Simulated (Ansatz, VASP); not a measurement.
C: VASP beside Ansatz

```xyz
2
Lattice="0.0000 1.8738 1.6610 1.8738 0.0000 1.6610 1.8738 1.8738 0.0000" Properties=species:S:1:pos:R:3 pbc="T T T"
C     1.8738    1.8738    1.6610
C     2.8107    2.8107    2.4914
```

Alike in both runs: task single point; functional PBE; k mesh 12 × 12 × 12; occupations gaussian, width 0.05 eV; no spin polarisation.

```csv
,VASP,Ansatz
version,VASP 6.6.1,Ansatz 0.2.0
potentials or method,"VASP PAW PBE potentials, release 64 (C), cutoff 520 eV","scalar-relativistic, plane waves, PAW"
valence electrons in the cell,8,8
```

|  | VASP | Ansatz | Ansatz less VASP |
| --- | --- | --- | --- |
| gap on the k mesh at the Fermi level (eV) | 1.25 | 1.26 | +0.010 |
| least direct gap on the mesh (eV) | 3.63 | 3.64 | +0.003 |
| pressure (GPa) | -9.0 | -9.5 | -0.51 |
| traceless stress, the component that is largest in VASP (GPa) | 63.38 | 63.38 | +0.001 |
